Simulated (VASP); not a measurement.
# SrCl2 (Fm-3m) in VASP: a series of runs

SrCl2 is run at these levels: PBE; tasks: single point.

Program: VASP 6.6.1. These are calculated values, not measurements. Logs are shortened: lines on timing, memory, paths and dates and some standing lists are left out, and cuts for length are marked.

### 1 The cell of the first run

The structure is cubic, space group Fm-3m (No. 225). The conventional cell has a = 7.176 Å, b = 7.176 Å, c = 7.176 Å, α = 90.00°, β = 90.00°, γ = 90.00°. Sr (site symmetry m-3m) has 8 Cl at 3.11 Å within 4.1 Å. Within 4.1 Å of Cl (site symmetry -43m) lie 4 Sr at 3.11 Å and 6 Cl at 3.59 Å.

### 2 Single point, PBE (volume scaled by 1.06)

Input file INCAR:

```
PREC = Accurate ; ENCUT = 520
EDIFF = 1E-7 ; ISMEAR = 0
SIGMA = 0.02 ; LREAL = F
LASPH = T ; NELM = 100
ALGO = Normal ; ISIF = 2
LWAVE = F ; LCHARG = F
GGA = PE ; NBANDS = 19
```

Input file KPOINTS:

```
Automatic mesh
0
Gamma
  6 6 6
```

Input file POSCAR:

```
SrCl2
1.0
    0.0000000000      3.5882355512      3.5882355512
    3.5882355512      0.0000000000      3.5882355512
    3.5882355512      3.5882355512      0.0000000000
Sr Cl
1 2
Direct
    0.0000000000      0.0000000000      0.0000000000
    0.2500000000      0.2500000000      0.2500000000
    0.7500000000      0.7500000000      0.7500000000
```

Potentials or basis: VASP PAW PBE potentials, release 64 (Sr_sv, Cl).

On the command line:

```bash
> cat potpaw_PBE.64/Sr_sv/POTCAR potpaw_PBE.64/Cl/POTCAR > POTCAR
> mpirun -np 1 vasp_std > vasp.out
```

OUTCAR:

```text
PREC = Accurate
   ENCUT = 520
   EDIFF = 1E-7
   ISMEAR = 0
   LREAL = F
   LASPH = T
   NELM = 100
   ISIF = 2
   GGA = PE

 ion  position               nearest neighbor table
   1  0.000  0.000  0.000-   3 3.11   3 3.11   3 3.11   2 3.11   3 3.11   2 3.11   2 3.11   2 3.11

   2  0.250  0.250  0.250-   1 3.11   1 3.11   1 3.11   1 3.11
   3  0.750  0.750  0.750-   1 3.11   1 3.11   1 3.11   1 3.11

  LATTYP: Found a face centered cubic cell.
 ALAT       =     7.1764711024

  Lattice vectors:

 A1 = (   0.0000000000,   3.5882355512,   3.5882355512)
 A2 = (   3.5882355512,   0.0000000000,   3.5882355512)
 A3 = (   3.5882355512,   3.5882355512,   0.0000000000)

Analysis of symmetry for initial positions (statically):
=====================================================================
 Subroutine PRICEL returns:
 Original cell was already a primitive cell.

 Routine SETGRP: Setting up the symmetry group for a
 face centered cubic supercell.

 Subroutine GETGRP returns: Found 48 space group operations
 (whereof 48 operations were pure point group operations)
 out of a pool of 48 trial point group operations.

The static configuration has the point symmetry O_h .

Analysis of symmetry for dynamics (positions and initial velocities):
=====================================================================
 Subroutine PRICEL returns:
 Original cell was already a primitive cell.

 Routine SETGRP: Setting up the symmetry group for a
 face centered cubic supercell.

 Subroutine GETGRP returns: Found 48 space group operations
 (whereof 48 operations were pure point group operations)
 out of a pool of 48 trial point group operations.

The dynamic configuration has the point symmetry O_h .

 Subroutine INISYM returns: Found 48 space group operations
 (whereof 48 operations are pure point group operations),
 and found     1 'primitive' translations

----------------------------------------------------------------------------------------

                                     Primitive cell

  volume of cell :      92.4002

  direct lattice vectors                    reciprocal lattice vectors
     0.000000000  3.588235551  3.588235551    -0.139344252  0.139344252  0.139344252
     3.588235551  0.000000000  3.588235551     0.139344252 -0.139344252  0.139344252
     3.588235551  3.588235551  0.000000000     0.139344252  0.139344252 -0.139344252

  length of vectors
     5.074531381  5.074531381  5.074531381     0.241351325  0.241351325  0.241351325

  position of ions in fractional coordinates (direct lattice)
     0.000000000  0.000000000  0.000000000
     0.250000000  0.250000000  0.250000000
     0.750000000  0.750000000  0.750000000

  ion indices of the primitive-cell ions
   primitive index   ion index
                 1           1
                 2           2
                 3           3

----------------------------------------------------------------------------------------

 KPOINTS: Automatic mesh

Automatic generation of k-mesh.
 Grid dimensions read from file:
 generate k-points for:    6    6    6

 Generating k-lattice:

  Cartesian coordinates                     Fractional coordinates (reciprocal lattice)
    -0.023224042  0.023224042  0.023224042     0.166666667  0.000000000  0.000000000
     0.023224042 -0.023224042  0.023224042     0.000000000  0.166666667  0.000000000
     0.023224042  0.023224042 -0.023224042     0.000000000  0.000000000  0.166666667

  Length of vectors
     0.040225221  0.040225221  0.040225221

  Shift w.r.t. Gamma in fractional coordinates (k-lattice)
     0.000000000  0.000000000  0.000000000

 Subroutine IBZKPT returns following result:
 ===========================================

 Found     16 irreducible k-points:

 Following reciprocal coordinates:
            Coordinates               Weight
  0.000000  0.000000  0.000000      1.000000
  0.166667  0.000000  0.000000      8.000000
  0.333333  0.000000  0.000000      8.000000
  0.500000  0.000000  0.000000      4.000000
  0.166667  0.166667  0.000000      6.000000
  0.333333  0.166667  0.000000     24.000000
[... 8 lines left out ...]
 -0.333333  0.333333  0.166667     24.000000
 -0.333333  0.500000  0.166667     12.000000
   k-points           NKPTS =     16   k-points in BZ     NKDIM =     16   number of bands    NBANDS=     19
   number of dos      NEDOS =    301   number of ions     NIONS =      3
   total plane-waves  NPLWV =  64000
   dimension x,y,z NGX =    40 NGY =   40 NGZ =   40
   dimension x,y,z NGXF=    80 NGYF=   80 NGZF=   80
   ions per type =               1   2
   NGX,Y,Z   is equivalent  to a cutoff of  13.10, 13.10, 13.10 a.u.
   NGXF,Y,Z  is equivalent  to a cutoff of  26.21, 26.21, 26.21 a.u.
 SYSTEM =  unknown system
   PREC   = accura    normal or accurate (medium, high low for compatibility)
   ISTART =      0    job   : 0-new  1-cont  2-samecut
   ICHARG =      2    charge: 1-file 2-atom 10-const
   ISPIN  =      1    spin polarized calculation?
   LNONCOLLINEAR =      F non collinear calculations
   LSORBIT =      F    spin-orbit coupling
   LASPH  =      T    aspherical Exc in radial PAW
   ENCUT  =  520.0 eV  38.22 Ry    6.18 a.u.   9.44  9.44  9.44*2*pi/ulx,y,z
   NELM   =    100;   NELMIN=  2; NELMDL= -5     # of ELM steps
   EDIFF  = 0.1E-06   stopping-criterion for ELM
   LREAL  =      F    real-space projection
   EDIFFG = 0.1E-05   stopping-criterion for IOM
   NSW    =      0    number of steps for IOM
   IBRION =     -1    ionic relax: 0-MD 1-quasi-New 2-CG
   NFREE  =      0    steps in history (QN), initial steepest desc. (CG)
   ISIF   =      2    stress and relaxation
   ISYM   =      2    0-nonsym 1-usesym 2-fastsym
   POTIM  = 0.5000    time-step for ionic-motion
   TEBEG  =    0.0;   TEEND  =   0.0 temperature during run
   PSTRESS=    0.0 pullay stress
   NELECT =      24.0000    total number of electrons
   NUPDOWN=      -1.0000    fix difference up-down
   EMIN   =  10.00;   EMAX   =-10.00  energy-range for DOS
   EFERMI =   0.00;   METHOD = LEGACY
   ISMEAR =     0;   SIGMA  =   0.02  broadening in eV -4-tet -1-fermi 0-gaus
   EFERMI_NEDOS =   21; number of points for ismear=-14 and -15
   IALGO  =     38    algorithm
   IMIX   =      4    mixing-type and parameters
     AMIX     =   0.40;   BMIX     =  1.00
     AMIX_MAG =   1.60;   BMIX_MAG =  1.00
  volume/ion in A,a.u.               =      30.80       207.85
  Fermi-wavevector in a.u.,A,eV,Ry     =   1.044530  1.973876 14.844544  1.091043
  Thomas-Fermi vector in A             =   2.179287
   LORBIT       =      0    0 simple, 1 ext, 2 COOP (PROOUT), +10 PAW based schemes
   GGA     = PE    functional components
   LHFCALC =     F    Hartree Fock is set to
   AEXX    =    0.0000 exact exchange contribution
   IVDW    =     0    specifies the selected vdW correction
   LEPSILON=     F    determine dielectric tensor
   LRPA    =     F    only Hartree local field effects (RPA)
 non-spin polarized calculation
 Gauss-broadening in eV      SIGMA  =   0.02
  energy-cutoff  :      520.00
  volume of cell :       92.40
 maximum number of plane-waves:      2511
 NGX is ok and might be reduce to    40
   NGX = 19   NGY = 19   NGZ = 19

 number of electron      23.9999998 magnetization

 Free energy of the ion-electron system (eV)
  ---------------------------------------------------
  ext. energy  EPLUGINS =         0.00000000
  ---------------------------------------------------
  free energy    TOTEN  =       -12.76637523 eV

  energy without entropy =      -12.76637523  energy(sigma->0) =      -12.76637523

 E-fermi :  -0.1887     XC(G=0):  -7.9246

 val. band max:       -0.3736925251   @ k =   0.5000   0.5000   0.0000
 cond. band min:       4.6426099082   @ k =   0.0000   0.0000   0.0000
 fundamental gap:      5.0163024333
 Fermi energy:        -0.1886939586

 k-point     1 :       0.0000    0.0000    0.0000
  band No.  band energies     occupation
      1     -33.5540      2.00000
      2     -15.5116      2.00000
      3     -15.5116      2.00000
      4     -15.5116      2.00000
      5     -13.4325      2.00000
      6     -12.7423      2.00000
[... 11 lines left out ...]
     18       8.5093      0.00000
     19       8.5123      0.00000

 k-point     2 :       0.1667    0.0000    0.0000
  band No.  band energies     occupation
      1     -33.5536      2.00000
      2     -15.5577      2.00000
      3     -15.5138      2.00000
      4     -15.5138      2.00000
      5     -13.3340      2.00000
      6     -12.7885      2.00000
[... 11 lines left out ...]
     18       8.0569      0.00000
     19       8.9783      0.00000

 k-point     3 :       0.3333    0.0000    0.0000
  band No.  band energies     occupation
      1     -33.5526      2.00000
      2     -15.6389      2.00000
      3     -15.5182      2.00000
      4     -15.5182      2.00000
      5     -13.1608      2.00000
      6     -12.8625      2.00000
[... 11 lines left out ...]
     18       7.8606      0.00000
     19       8.3408      0.00000

 k-point     4 :       0.5000    0.0000    0.0000
  band No.  band energies     occupation
      1     -33.5522      2.00000
      2     -15.6752      2.00000
      3     -15.5204      2.00000
      4     -15.5204      2.00000
      5     -13.1032      2.00000
      6     -12.8722      2.00000
[... 11 lines left out ...]
     18       7.8556      0.00000
     19       7.8556      0.00000

 k-point     5 :       0.1667    0.1667    0.0000
  band No.  band energies     occupation
      1     -33.5534      2.00000
      2     -15.5683      2.00000
      3     -15.5169      2.00000
      4     -15.5169      2.00000
      5     -13.2991      2.00000
      6     -12.8050      2.00000
[... 11 lines left out ...]
     18       8.1022      0.00000
     19       8.2202      0.00000

 k-point     6 :       0.3333    0.1667    0.0000
  band No.  band energies     occupation
      1     -33.5526      2.00000
      2     -15.6269      2.00000
      3     -15.5295      2.00000
      4     -15.5217      2.00000
      5     -13.1437      2.00000
      6     -12.8747      2.00000
[... 11 lines left out ...]
     18       7.7371      0.00000
     19       8.7058      0.00000

 k-point     7 :       0.5000    0.1667    0.0000
  band No.  band energies     occupation
      1     -33.5520      2.00000
      2     -15.6601      2.00000
      3     -15.5507      2.00000
      4     -15.5235      2.00000
      5     -13.0538      2.00000
      6     -12.8970      2.00000
[... 11 lines left out ...]
     18       7.9157      0.00000
     19       8.4580      0.00000

 k-point     8 :      -0.3333    0.1667    0.0000
  band No.  band energies     occupation
      1     -33.5522      2.00000
      2     -15.6456      2.00000
      3     -15.5547      2.00000
      4     -15.5205      2.00000
      5     -13.0718      2.00000
      6     -12.8961      2.00000
[... 11 lines left out ...]
     18       7.8100      0.00000
     19       8.6198      0.00000

 k-point     9 :      -0.1667    0.1667    0.0000
  band No.  band energies     occupation
      1     -33.5530      2.00000
      2     -15.6004      2.00000
      3     -15.5323      2.00000
      4     -15.5156      2.00000
      5     -13.2071      2.00000
      6     -12.8464      2.00000
[... 11 lines left out ...]
     18       8.0935      0.00000
     19       9.0747      0.00000

 k-point    10 :       0.3333    0.3333    0.0000
  band No.  band energies     occupation
      1     -33.5522      2.00000
      2     -15.6669      2.00000
      3     -15.5273      2.00000
      4     -15.5273      2.00000
      5     -13.0385      2.00000
      6     -12.9251      2.00000
[... 11 lines left out ...]
     18       7.3903      0.00000
     19       8.7370      0.00000

 k-point    11 :       0.5000    0.3333    0.0000
  band No.  band energies     occupation
      1     -33.5517      2.00000
      2     -15.6809      2.00000
      3     -15.5536      2.00000
      4     -15.5295      2.00000
      5     -12.9707      2.00000
      6     -12.9384      2.00000
[... 11 lines left out ...]
     18       8.1106      0.00000
     19       8.9119      0.00000

 k-point    12 :      -0.3333    0.3333    0.0000
  band No.  band energies     occupation
      1     -33.5517      2.00000
      2     -15.6335      2.00000
      3     -15.6061      2.00000
      4     -15.5261      2.00000
      5     -12.9830      2.00000
      6     -12.9257      2.00000
[... 11 lines left out ...]
     18       8.1606      0.00000
     19       9.4471      0.00000

 k-point    13 :       0.5000    0.5000    0.0000
  band No.  band energies     occupation
      1     -33.5516      2.00000
      2     -15.7106      2.00000
      3     -15.5326      2.00000
      4     -15.5326      2.00000
      5     -12.9827      2.00000
      6     -12.9090      2.00000
[... 11 lines left out ...]
     18       7.9043      0.00000
     19       8.8497      0.00000

 k-point    14 :       0.5000    0.3333    0.1667
  band No.  band energies     occupation
      1     -33.5520      2.00000
      2     -15.6481      2.00000
      3     -15.5633      2.00000
      4     -15.5255      2.00000
      5     -13.0208      2.00000
      6     -12.9252      2.00000
[... 11 lines left out ...]
     18       7.8561      0.00000
     19       9.0171      0.00000

 k-point    15 :      -0.3333    0.3333    0.1667
  band No.  band energies     occupation
      1     -33.5517      2.00000
      2     -15.6382      2.00000
      3     -15.5991      2.00000
      4     -15.5284      2.00000
      5     -12.9828      2.00000
      6     -12.9259      2.00000
[... 11 lines left out ...]
     18       8.2321      0.00000
     19       9.1684      0.00000

 k-point    16 :      -0.3333    0.5000    0.1667
  band No.  band energies     occupation
      1     -33.5516      2.00000
      2     -15.6678      2.00000
      3     -15.5789      2.00000
      4     -15.5327      2.00000
      5     -12.9628      2.00000
      6     -12.9260      2.00000
[... 11 lines left out ...]
     18       8.5806      0.00000
     19       9.1648      0.00000

------------------------ aborting loop because EDIFF is reached ----------------------------------------

  FORCE on cell =-STRESS in cart. coord.  units (eV):
  Direction    XX          YY          ZZ          XY          YZ          ZX
  --------------------------------------------------------------------------------------
  -------------------------------------------------------------------------------------
  Total       -0.9445150     -0.9445150     -0.9445150      0.0000000     -0.0000000      0.0000000
  in kB      -16.3774628    -16.3774628    -16.3774628      0.0000000     -0.0000000      0.0000000
  external PRESSURE =     -16.3774628 kB  Pullay stress =       0.0000000 kB

 VOLUME and BASIS-vectors are now :
 -----------------------------------------------------------------------------
  energy-cutoff  :      520.00
  volume of cell :       92.40
      direct lattice vectors                 reciprocal lattice vectors
     0.000000000  3.588235551  3.588235551    -0.139344252  0.139344252  0.139344252
     3.588235551  0.000000000  3.588235551     0.139344252 -0.139344252  0.139344252
     3.588235551  3.588235551  0.000000000     0.139344252  0.139344252 -0.139344252

 POSITION                                       TOTAL-FORCE (eV/Angst)
 -----------------------------------------------------------------------------------
      0.00000      0.00000      0.00000         0.000000      0.000000      0.000000
      1.79412      1.79412      1.79412        -0.000000     -0.000000     -0.000000
      5.38235      5.38235      5.38235         0.000000      0.000000      0.000000
 -----------------------------------------------------------------------------------
    total drift:                               -0.000000     -0.000000      0.000000

  FREE ENERGIE OF THE ION-ELECTRON SYSTEM (eV)
  ---------------------------------------------------
  free  energy   TOTEN  =       -12.7663752314 eV

  energy  without entropy=      -12.7663752314  energy(sigma->0) =      -12.76637523
```

It took 50 s on 1 thread of Intel Xeon Platinum 8488C (Sapphire Rapids), shared host; peak memory 0.24 GiB.

Results:

| Property | Result |
| --- | --- |
| Free energy | -12.7664 eV |
| Pressure | -1.6 GPa |
| Band gap on the k mesh | 5.02 eV, indirect (least direct gap 5.32 eV) |

Levels at points of the mesh, in eV from the valence-band top:
| k point | band 9 | band 10 | band 11 | band 12 | band 13 | band 14 | band 15 | band 16 |
| --- | --- | --- | --- | --- | --- | --- | --- | --- |
| (0.00, 0.00, 0.00) | -1.85 | -0.30 | -0.30 | -0.30 | 5.02 | 6.10 | 6.10 | 8.81 |
| (0.50, 0.00, 0.00) | -1.35 | -1.17 | -0.94 | -0.94 | 6.61 | 6.61 | 7.19 | 7.73 |
| (0.50, 0.50, 0.00) | -1.68 | -0.34 | -0.34 | 0.00 | 5.52 | 6.80 | 7.37 | 7.74 |

 A k mesh can miss the band edges.

### 3 Single point, PBE (volume scaled by 1.10)

Input file INCAR:

```
  ALGO = Normal
  EDIFF = 1E-6
  ENCUT = 520
  GGA = PE
  ISIF = 2
  ISMEAR = 0
  LASPH = True
  LCHARG = True
  LELF = True
  LREAL = False
  LVHAR = True
  LWAVE = False
  NBANDS = 19
  NELM = 80
  PREC = Accurate
  SIGMA = 0.02
```

Input file KPOINTS:

```
k-points
0
Gamma
  6 6 6
```

Input file POSCAR:

```
SrCl2
1.0
    0.0000000000      3.6328144641      3.6328144641
    3.6328144641      0.0000000000      3.6328144641
    3.6328144641      3.6328144641      0.0000000000
Sr Cl
1 2
Direct
    0.0000000000      0.0000000000      0.0000000000
    0.2500000000      0.2500000000      0.2500000000
    0.7500000000      0.7500000000      0.7500000000
```

Potentials or basis: VASP PAW PBE potentials, release 64 (Sr_sv, Cl).

On the command line:

```bash
> cat potpaw_PBE.64/Sr_sv/POTCAR potpaw_PBE.64/Cl/POTCAR > POTCAR
> mpirun -np 1 vasp_std > vasp.out
```

Run time: 40 s. Hardware: 1 thread of Intel Xeon Platinum 8488C (Sapphire Rapids), shared host; peak memory 0.24 GiB.

The run converged. Its results:

```yaml
Free_energy: -12.7217 eV
Pressure: -2.5 GPa
Band_gap_on_the_k_mesh: 4.88 eV, indirect (least direct gap 5.17 eV)
```

Levels at points of the mesh, in eV from the valence-band top:
| k point | band 9 | band 10 | band 11 | band 12 | band 13 | band 14 | band 15 | band 16 |
| --- | --- | --- | --- | --- | --- | --- | --- | --- |
| (0.00, 0.00, 0.00) | -1.74 | -0.29 | -0.29 | -0.29 | 4.88 | 6.08 | 6.08 | 8.59 |
| (0.50, 0.00, 0.00) | -1.26 | -1.11 | -0.89 | -0.89 | 6.56 | 6.56 | 7.05 | 7.65 |
| (0.50, 0.50, 0.00) | -1.60 | -0.32 | -0.32 | 0.00 | 5.52 | 6.70 | 7.26 | 7.61 |

 A k mesh can miss the band edges.
